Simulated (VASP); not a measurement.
# BaNd (Fm-3m) in VASP: single point with PBE

Aim: the single point of BaNd with PBE.

Program: VASP 6.6.1. These are calculated values, not measurements. Logs are shortened: lines on timing, memory, paths and dates and some standing lists are left out, and cuts for length are marked.

## 1. The cell of the first run

The structure is cubic, space group Fm-3m (No. 225). The conventional cell has a = 7.144 Å, b = 7.144 Å, c = 7.144 Å, α = 90.00°, β = 90.00°, γ = 90.00°. Within 4.7 Å of Ba (site symmetry m-3m) lie 6 Nd at 3.57 Å. Nd (site symmetry m-3m) has 6 Ba at 3.57 Å within 4.7 Å.

## 2. Single point, PBE

Contents of POSCAR:

```
BaNd
1.0
    0.0000000000      3.5718026122      3.5718026122
    3.5718026122      0.0000000000      3.5718026122
    3.5718026122      3.5718026122      0.0000000000
Ba Nd
1 1
Direct
    0.5000000000      0.5000000000      0.5000000000
    0.0000000000      0.0000000000      0.0000000000
```

Contents of INCAR.step1:

```
PREC = Accurate
ENCUT = 400
EDIFF = 1E-6
ISMEAR = 0
SIGMA = 0.1
LREAL = F
LASPH = T
NELM = 200
ALGO = Normal
ISIF = 2
LWAVE = F
LCHARG = T
LMAXMIX = 6
GGA = PE
NBANDS = 18
GGA_COMPAT = F
NEDOS = 2001
LORBIT = 11
```

Contents of KPOINTS.step1:

```
Automatic mesh
0
Gamma
  14 14 14
```

Contents of INCAR.step2:

```
PREC = Accurate
ENCUT = 400
EDIFF = 1E-6
ISMEAR = -5
SIGMA = 0.1
LREAL = F
LASPH = T
NELM = 200
ALGO = Normal
ISIF = 2
LWAVE = F
LCHARG = F
LMAXMIX = 6
GGA = PE
LORBIT = 10
NBANDS = 18
NEDOS = 2001
ICHARG = 11
GGA_COMPAT = F
```

Contents of KPOINTS.step2:

```
Automatic mesh
0
Gamma
  21 21 21
```

Potentials or basis: VASP PAW PBE potentials, release 64 (Ba_sv, Nd_3), 4f in core.

Run with:

```console
> cat potpaw_PBE.64/Ba_sv/POTCAR potpaw_PBE.64/Nd_3/POTCAR > POTCAR
> cp INCAR.step1 INCAR
> cp KPOINTS.step1 KPOINTS
> mpirun -np 1 vasp_std > vasp.out
> cp INCAR.step2 INCAR
> cp KPOINTS.step2 KPOINTS
> mpirun -np 1 vasp_std > vasp.out
```

OUTCAR:

```text
PREC = Accurate
   ENCUT = 400
   EDIFF = 1E-6
   ISMEAR = -5
   LREAL = F
   LASPH = T
   NELM = 200
   ISIF = 2
   GGA = PE
   LORBIT = 10
   ICHARG = 11

 ion  position               nearest neighbor table
   1  0.500  0.500  0.500-   2 3.57   2 3.57   2 3.57   2 3.57   2 3.57   2 3.57
   2  0.000  0.000  0.000-   1 3.57   1 3.57   1 3.57   1 3.57   1 3.57   1 3.57

  LATTYP: Found a face centered cubic cell.
 ALAT       =     7.1436052244

  Lattice vectors:

 A1 = (   0.0000000000,   3.5718026122,   3.5718026122)
 A2 = (   3.5718026122,   0.0000000000,   3.5718026122)
 A3 = (   3.5718026122,   3.5718026122,   0.0000000000)

Analysis of symmetry for initial positions (statically):
=====================================================================
 Subroutine PRICEL returns:
 Original cell was already a primitive cell.

 Routine SETGRP: Setting up the symmetry group for a
 face centered cubic supercell.

 Subroutine GETGRP returns: Found 48 space group operations
 (whereof 48 operations were pure point group operations)
 out of a pool of 48 trial point group operations.

The static configuration has the point symmetry O_h .

Analysis of symmetry for dynamics (positions and initial velocities):
=====================================================================
 Subroutine PRICEL returns:
 Original cell was already a primitive cell.

 Routine SETGRP: Setting up the symmetry group for a
 face centered cubic supercell.

 Subroutine GETGRP returns: Found 48 space group operations
 (whereof 48 operations were pure point group operations)
 out of a pool of 48 trial point group operations.

The dynamic configuration has the point symmetry O_h .

 Subroutine INISYM returns: Found 48 space group operations
 (whereof 48 operations are pure point group operations),
 and found     1 'primitive' translations

----------------------------------------------------------------------------------------

                                     Primitive cell

  volume of cell :      91.1365

  direct lattice vectors                    reciprocal lattice vectors
     0.000000000  3.571802612  3.571802612    -0.139985339  0.139985339  0.139985339
     3.571802612  0.000000000  3.571802612     0.139985339 -0.139985339  0.139985339
     3.571802612  3.571802612  0.000000000     0.139985339  0.139985339 -0.139985339

  length of vectors
[... 76 lines left out ...]
   ISTART =      0    job   : 0-new  1-cont  2-samecut
   ICHARG =     11    charge: 1-file 2-atom 10-const
   ISPIN  =      1    spin polarized calculation?
   LNONCOLLINEAR =      F non collinear calculations
   LSORBIT =      F    spin-orbit coupling
   LASPH  =      T    aspherical Exc in radial PAW
   ENCUT  =  400.0 eV  29.40 Ry    5.42 a.u.   8.24  8.24  8.24*2*pi/ulx,y,z
   NELM   =    200;   NELMIN=  2; NELMDL=  0     # of ELM steps
   EDIFF  = 0.1E-05   stopping-criterion for ELM
   LREAL  =      F    real-space projection
[... 7 lines left out ...]
   TEBEG  =    0.0;   TEEND  =   0.0 temperature during run
   PSTRESS=    0.0 pullay stress
   NELECT =      21.0000    total number of electrons
   NUPDOWN=      -1.0000    fix difference up-down
   EMIN   =  10.00;   EMAX   =-10.00  energy-range for DOS
   EFERMI =   0.00;   METHOD = LEGACY
   ISMEAR =    -5;   SIGMA  =   0.10  broadening in eV -4-tet -1-fermi 0-gaus
   EFERMI_NEDOS =   21; number of points for ismear=-14 and -15
   IALGO  =     38    algorithm
   IMIX   =      4    mixing-type and parameters
     AMIX     =   0.40;   BMIX     =  1.00
     AMIX_MAG =   1.60;   BMIX_MAG =  1.00
  volume/ion in A,a.u.               =      45.57       307.51
  Fermi-wavevector in a.u.,A,eV,Ry     =   1.003654  1.896630 13.705426  1.007320
  Thomas-Fermi vector in A             =   2.136219
   LORBIT       =     10    0 simple, 1 ext, 2 COOP (PROOUT), +10 PAW based schemes
   GGA     = PE    functional components
   LHFCALC =     F    Hartree Fock is set to
   AEXX    =    0.0000 exact exchange contribution
   IVDW    =     0    specifies the selected vdW correction
   LEPSILON=     F    determine dielectric tensor
   LRPA    =     F    only Hartree local field effects (RPA)
 non-spin polarized calculation
 Fermi weights with tetrahedron method with Bloechl corrections
  energy-cutoff  :      400.00
  volume of cell :       91.14
 maximum number of plane-waves:      1676
 NGX is ok and might be reduce to    36

 number of electron      20.9999999 magnetization

 Free energy of the ion-electron system (eV)
  ---------------------------------------------------
  ext. energy  EPLUGINS =         0.00000000
  ---------------------------------------------------
  free energy    TOTEN  =        -5.11617493 eV

  energy without entropy =       -5.11617493  energy(sigma->0) =       -5.11617493

 E-fermi :   2.4720     XC(G=0):  -8.5514

 val. band max:        2.4640511851   @ k =   0.3810   0.2381   0.0000
 cond. band min:       2.4363294193   @ k =   0.2381   0.0000   0.0000
 fundamental gap:     -0.0277217658
 Fermi energy:         2.4720255750

 k-point     1 :       0.0000    0.0000    0.0000
  band No.  band energies     occupation
      1     -36.4502      2.00000
      2     -25.7060      2.00000
      3     -17.5629      2.00000
      4     -17.5629      2.00000
      5     -17.5629      2.00000
      6     -10.9135      2.00000
[... 481 lines left out ...]
      5     -17.5611      2.00000
      6     -11.1019      2.00000
[... 10 lines left out ...]
     17       5.3194      0.00000
     18       6.3515      0.00000

 [... further k-points ...]
[... 5 lines left out ...]
  --------------------------------------------------------------------------------------
  -------------------------------------------------------------------------------------
  Total        0.0523105      0.0523105      0.0523105     -0.0000000     -0.0000000     -0.0000000
  in kB        0.9196172      0.9196172      0.9196172     -0.0000000     -0.0000000     -0.0000000
  external PRESSURE =       0.9196172 kB  Pullay stress =       0.0000000 kB

 VOLUME and BASIS-vectors are now :
 -----------------------------------------------------------------------------
  energy-cutoff  :      400.00
  volume of cell :       91.14
      direct lattice vectors                 reciprocal lattice vectors
     0.000000000  3.571802612  3.571802612    -0.139985339  0.139985339  0.139985339
     3.571802612  0.000000000  3.571802612     0.139985339 -0.139985339  0.139985339
     3.571802612  3.571802612  0.000000000     0.139985339  0.139985339 -0.139985339

 POSITION                                       TOTAL-FORCE (eV/Angst)
 -----------------------------------------------------------------------------------
      3.57180      3.57180      3.57180         0.000000     -0.000000      0.000000
      0.00000      0.00000      0.00000         0.000000      0.000000     -0.000000
 -----------------------------------------------------------------------------------
    total drift:                                0.000000      0.000000      0.000000

  FREE ENERGIE OF THE ION-ELECTRON SYSTEM (eV)
  ---------------------------------------------------
  free  energy   TOTEN  =        -5.1161749344 eV

  energy  without entropy=       -5.1161749344  energy(sigma->0) =       -5.11617493

 total charge

# of ion       s       p       d       tot
------------------------------------------
    1        2.054   5.511   0.507   8.072
    2        2.151   5.756   0.917   8.824
--------------------------------------------------
tot          4.205  11.268   1.424  16.897
```

OSZICAR.step1:

```text
N       E                     dE             d eps       ncg     rms          rms(c)
DAV:   1     0.134356074928E+03    0.13436E+03   -0.80941E+03  3744   0.819E+02
DAV:   2     0.186905089477E+01   -0.13249E+03   -0.12991E+03  5040   0.210E+02
DAV:   3    -0.492095990707E+01   -0.67900E+01   -0.67316E+01  5396   0.431E+01
DAV:   4    -0.521052241846E+01   -0.28956E+00   -0.28935E+00  5312   0.746E+00
DAV:   5    -0.521572614565E+01   -0.52037E-02   -0.52029E-02  5378   0.937E-01    0.471E+00
DAV:   6    -0.515285775243E+01    0.62868E-01   -0.80134E-02  4778   0.182E+00    0.264E+00
DAV:   7    -0.512644449404E+01    0.26413E-01   -0.99203E-02  5838   0.203E+00    0.259E-01
DAV:   8    -0.512617697066E+01    0.26752E-03   -0.34730E-03  4388   0.350E-01    0.185E-01
DAV:   9    -0.512624209218E+01   -0.65122E-04   -0.40547E-04  5108   0.125E-01    0.545E-02
DAV:  10    -0.512625418896E+01   -0.12097E-04   -0.43894E-05  4350   0.520E-02    0.108E-02
DAV:  11    -0.512625952059E+01   -0.53316E-05   -0.92249E-06  5932   0.215E-02    0.752E-03
DAV:  12    -0.512625847413E+01    0.10465E-05   -0.79793E-07  2620   0.693E-03    0.201E-03
DAV:  13    -0.512625815985E+01    0.31428E-06   -0.21219E-07  2456   0.323E-03
   1 F= -.51262582E+01 E0= -.51166328E+01  d E =-.192506E-01
```

It took 4.4 min on 1 thread of Intel Xeon Platinum 8488C (Sapphire Rapids), shared host; peak memory 0.45 GiB.

What came out:

| Item | Value |
| --- | --- |
| Valence electrons inside the program's atomic spheres | Ba 8.07; Nd 8.82 |

Levels at points of the mesh, in eV from the Fermi level:
```
           k point  band 6  band 7  band 8  band 9  band 10  band 11  band 12  band 13  band 14  band 15
(0.00, 0.00, 0.00)  -13.39  -13.39  -13.39   -3.08    -0.61    -0.61    -0.61    -0.61    -0.61     4.52
```

Caveat: spin-orbit coupling is left out, which moves the levels of the heavy elements; the 4f electrons are frozen in the core, so they carry no moment and show no levels. Spin polarisation is off, so any magnetic state and its effect on volume and gap are missing.
